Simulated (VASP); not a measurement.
# BN (P6_3/mmc) in VASP: further runs, part 2 of 2

VASP 6.6.1.

**3. Dielectric tensor, r2SCAN**

Contents of INCAR:

```
  PREC = Accurate
  ENCUT = 520
  EDIFF = 1E-8
  ISMEAR = 0
  SIGMA = 0.01
  LREAL = False
  LASPH = True
  NELM = 100
  ALGO = Normal
  ISIF = 2
  LWAVE = False
  LCHARG = False
  METAGGA = R2SCAN
  LMIXTAU = True
  LCALCEPS = True
```

Contents of KPOINTS:

```
Automatic mesh
0
Gamma
  9 9 4
```

Contents of POSCAR:

```
BN
1.0
    2.5005825875      0.0000000000      0.0000000000
   -1.2502912938      2.1655680450      0.0000000000
    0.0000000000      0.0000000000      6.5236359444
B N
2 2
Direct
    0.3333333333      0.6666666667      0.2500000000
    0.6666666667      0.3333333333      0.7500000000
    0.3333333333      0.6666666667      0.7500000000
    0.6666666667      0.3333333333      0.2500000000
```

Potentials or basis: VASP PAW PBE potentials, release 64 (B, N).

The run is started by

```
$ cat potpaw_PBE.64/B/POTCAR potpaw_PBE.64/N/POTCAR > POTCAR
$ mpirun -np 1 vasp_std > vasp.out
```

OUTCAR:

```text
PREC = Accurate
   ENCUT = 520
   EDIFF = 1E-8
   ISMEAR = 0
   LREAL = False
   LASPH = True
   NELM = 100
   ISIF = 2
   METAGGA = R2SCAN

 ion  position               nearest neighbor table
   1  0.333  0.667  0.250-   4 1.44   4 1.44   4 1.44
   2  0.667  0.333  0.750-   3 1.44   3 1.44   3 1.44
   3  0.333  0.667  0.750-   2 1.44   2 1.44   2 1.44
   4  0.667  0.333  0.250-   1 1.44   1 1.44   1 1.44

  LATTYP: Found a hexagonal cell.
 ALAT       =     2.5005825875
 C/A-ratio  =     2.6088464252

  Lattice vectors:

 A1 = (   2.5005825875,   0.0000000000,   0.0000000000)
 A2 = (  -1.2502912938,   2.1655680450,   0.0000000000)
 A3 = (   0.0000000000,   0.0000000000,   6.5236359444)

Analysis of symmetry for initial positions (statically):
=====================================================================
 Subroutine PRICEL returns:
 Original cell was already a primitive cell.

 Routine SETGRP: Setting up the symmetry group for a
 hexagonal supercell.

 Subroutine GETGRP returns: Found 24 space group operations
 (whereof 12 operations were pure point group operations)
 out of a pool of 24 trial point group operations.

The static configuration has the point symmetry D_3d.
 The point group associated with its full space group is D_6h.

Analysis of symmetry for dynamics (positions and initial velocities):
=====================================================================
 Subroutine PRICEL returns:
 Original cell was already a primitive cell.

 Routine SETGRP: Setting up the symmetry group for a
 hexagonal supercell.

 Subroutine GETGRP returns: Found 24 space group operations
 (whereof 12 operations were pure point group operations)
 out of a pool of 24 trial point group operations.

The dynamic configuration has the point symmetry D_3d.
 The point group associated with its full space group is D_6h.

 Subroutine INISYM returns: Found 24 space group operations
 (whereof 12 operations are pure point group operations),
 and found     1 'primitive' translations

----------------------------------------------------------------------------------------

                                     Primitive cell

  volume of cell :      35.3267

  direct lattice vectors                    reciprocal lattice vectors
     2.500582587  0.000000000  0.000000000     0.399906808  0.230886303  0.000000000
    -1.250291294  2.165568045  0.000000000     0.000000000  0.461772606  0.000000000
     0.000000000  0.000000000  6.523635944     0.000000000  0.000000000  0.153288750

  length of vectors
     2.500582587  2.500582587  6.523635944     0.461772606  0.461772606  0.153288750

  position of ions in fractional coordinates (direct lattice)
     0.333333333  0.666666667  0.250000000
     0.666666667  0.333333333  0.750000000
     0.333333333  0.666666667  0.750000000
     0.666666667  0.333333333  0.250000000

  ion indices of the primitive-cell ions
   primitive index   ion index
                 1           1
                 2           2
                 3           3
                 4           4

----------------------------------------------------------------------------------------

 KPOINTS: Automatic mesh

Automatic generation of k-mesh.
 Grid dimensions read from file:
[... 99 lines left out ...]
  energy-cutoff  :      520.00
  volume of cell :       35.33
 maximum number of plane-waves:       973
 NGX is ok and might be reduce to    20
   NGX =  9   NGY =  9   NGZ = 25

 Total electronic dipole moment: p[elc]=(    -0.00000     0.00000    -0.00000 ) |e| Angst

 number of electron      15.9999997 magnetization

 Free energy of the ion-electron system (eV)
  ---------------------------------------------------
  ext. energy  EPLUGINS =         0.00000000
  ---------------------------------------------------
  free energy    TOTEN  =       -38.58746711 eV

  energy without entropy =      -38.58746711  energy(sigma->0) =      -38.58746711

 E-fermi :   2.2352     XC(G=0): -10.8674

 val. band max:        2.1739917110   @ k =   0.3333   0.3333   0.5000
 cond. band min:   10000.0000000000   @ k =   0.0000   0.0000   0.0000
 fundamental gap:   9997.8260082890
 Fermi energy:         2.2352045792

 k-point     1 :       0.0000    0.0000    0.0000
  band No.  band energies     occupation
      1     -16.6607      2.00000
      2     -16.3284      2.00000
      3      -4.2969      2.00000
      4      -1.9194      2.00000
      5       0.8269      2.00000
      6       0.8269      2.00000
      7       0.8733      2.00000
      8       0.8733      2.00000
      9   10000.0000      0.00000
     10   10000.0000      0.00000
     11   10000.0000      0.00000
     12   10000.0000      0.00000
[... 331 lines left out ...]
 k-point    24 :       0.3333    0.3333    0.2500
  band No.  band energies     occupation
      1     -12.7102      2.00000
      2     -12.7102      2.00000
      3      -6.0602      2.00000
      4      -5.9270      2.00000
      5      -5.2930      2.00000
      6      -5.2930      2.00000
      7       2.1264      2.00000
      8       2.1264      2.00000
      9   10000.0000      0.00000
     10   10000.0000      0.00000
     11   10000.0000      0.00000
     12   10000.0000      0.00000

 [... further k-points ...]

------------------------ aborting loop because EDIFF is reached ----------------------------------------

            Ionic dipole moment: p[ion]=(     0.00000     0.00000     0.00000 ) |e| Angst

 Total electronic dipole moment: p[elc]=(     0.00000    -0.00000     0.00335 ) |e| Angst

 MACROSCOPIC STATIC DIELECTRIC TENSOR (including local field effects)
 ------------------------------------------------------
           4.450880    -0.000000     0.000000
          -0.000000     4.450880     0.000000
           0.000000     0.000000     2.713819
 ------------------------------------------------------

 PIEZOELECTRIC TENSOR (including local field effects) (e Angst)
          XX          YY          ZZ          XY          YZ          ZX
  --------------------------------------------------------------------------------
  x     0.00000     0.00000     0.00000     0.00000     0.00000     0.00000
  y     0.00000     0.00000     0.00000     0.00000     0.00000     0.00000
  z     0.00000     0.00000     0.00000     0.00000     0.00000     0.00000

 PIEZOELECTRIC TENSOR (including local field effects) (C/m^2)
          XX          YY          ZZ          XY          YZ          ZX
  --------------------------------------------------------------------------------
  x     0.00000     0.00000     0.00000     0.00000     0.00000     0.00000
  y     0.00000     0.00000     0.00000     0.00000     0.00000     0.00000
  z     0.00000     0.00000     0.00000     0.00000     0.00000     0.00000

 BORN EFFECTIVE CHARGES (including local field effects) (in |e|, cummulative output)
 ---------------------------------------------------------------------------------
 ion    1
    1     2.72964    -0.00000     0.00000
    2    -0.00000     2.72964     0.00000
    3     0.00000    -0.00000     0.82628
 ion    2
    1     2.72964    -0.00000     0.00000
    2    -0.00000     2.72964     0.00000
    3    -0.00000     0.00000     0.82628
 ion    3
    1    -2.72964     0.00000     0.00000
    2     0.00000    -2.72964     0.00000
    3     0.00000     0.00000    -0.82628
 ion    4
    1    -2.72964     0.00000     0.00000
    2     0.00000    -2.72964     0.00000
    3     0.00000     0.00000    -0.82628

  FORCE on cell =-STRESS in cart. coord.  units (eV):
  Direction    XX          YY          ZZ          XY          YZ          ZX
  --------------------------------------------------------------------------------------
  -------------------------------------------------------------------------------------
  Total        0.2045358      0.2045358      0.2857506     -0.0000000      0.0000000      0.0000000
  in kB        9.2763501      9.2763501     12.9597004     -0.0000000      0.0000000      0.0000000
  external PRESSURE =      10.5041335 kB  Pullay stress =       0.0000000 kB

 VOLUME and BASIS-vectors are now :
 -----------------------------------------------------------------------------
  energy-cutoff  :      520.00
  volume of cell :       35.33
      direct lattice vectors                 reciprocal lattice vectors
     2.500582587  0.000000000  0.000000000     0.399906808  0.230886303  0.000000000
    -1.250291294  2.165568045  0.000000000     0.000000000  0.461772606  0.000000000
     0.000000000  0.000000000  6.523635944     0.000000000  0.000000000  0.153288750

 POSITION                                       TOTAL-FORCE (eV/Angst)
 -----------------------------------------------------------------------------------
     -0.00000      1.44371      1.63091        -0.000000      0.000000      0.000000
      1.25029      0.72186      4.89273         0.000000     -0.000000      0.000000
     -0.00000      1.44371      4.89273        -0.000000     -0.000000      0.000000
      1.25029      0.72186      1.63091         0.000000      0.000000     -0.000000
 -----------------------------------------------------------------------------------
    total drift:                               -0.000000      0.000000      0.000000

  FREE ENERGIE OF THE ION-ELECTRON SYSTEM (eV)
  ---------------------------------------------------
  free  energy   TOTEN  =       -38.5874671055 eV

  energy  without entropy=      -38.5874671055  energy(sigma->0) =      -38.58746711
```

stdout:

```text
POSCAR found type information on POSCAR B N
 POSCAR found :  2 types and       4 ions
 scaLAPACK will be used
 -----------------------------------------------------------------------------
|                                                                             |
[... 96 lines left out ...]
dp_tot=(  0.805E-08 -0.388E-09  0.337E-02 )  diag[e(oo)]=(    ---      ---    2.72493 )
 p_tot=(  0.965E-09 -0.419E-09  0.339E-02 )
dp_tot=(  0.824E-08 -0.529E-09  0.339E-02 )  diag[e(oo)]=(    ---      ---    2.73661 )
 p_tot=(  0.901E-09 -0.378E-09  0.337E-02 )
dp_tot=(  0.817E-08 -0.487E-09  0.337E-02 )  diag[e(oo)]=(    ---      ---    2.72722 )
 final diagonalization full
 p_tot=(  0.757E-09 -0.280E-09  0.335E-02 )
dp_tot=(  0.803E-08 -0.389E-09  0.335E-02 )  diag[e(oo)]=(    ---      ---    2.71382 )
```

Wall time 30 min (1 thread of AMD EPYC 7R13 (Zen 3), shared host); peak memory 0.31 GiB.

What came out:

- Band gap on the k mesh: 5.01 eV, indirect (least direct gap 5.28 eV)
- Electronic dielectric tensor (diagonal): 4.45, 4.45, 2.71
- Born charges (mean of the diagonal): B +2.10; N -2.10 e

Levels at points of the mesh, in eV from the valence-band top:
| k point | band 6 | band 7 | band 8 | band 9 | band 10 | band 11 |
| --- | --- | --- | --- | --- | --- | --- |
| (0.00, 0.00, 0.00) | -1.35 | -1.30 | -1.30 | 5.77 | 11.35 | 12.32 |
| (0.00, 0.00, 0.50) | -1.32 | -1.32 | -1.32 | 8.38 | 8.38 | 12.40 |

Electronic dielectric tensor:
```
4.45 0.00 0.00
0.00 4.45 0.00
0.00 0.00 2.71
```

Born effective charge tensors (e):
atom 1, B
```
2.73 0.00 0.00
0.00 2.73 0.00
0.00 0.00 0.83
```
atom 2, B
```
2.73 0.00 0.00
0.00 2.73 0.00
0.00 0.00 0.83
```
atom 3, N
```
-2.73  0.00  0.00
 0.00 -2.73  0.00
 0.00  0.00 -0.83
```
atom 4, N
```
-2.73  0.00  0.00
 0.00 -2.73  0.00
 0.00  0.00 -0.83
```

Dipole moments of the cell (e·Å, modulo the quantum): ionic 0.000, 0.000, 0.000; electronic 0.000, 0.000, 0.003

Caveat: the PAW data sets were made with another functional, which shifts forces and pressure a little.
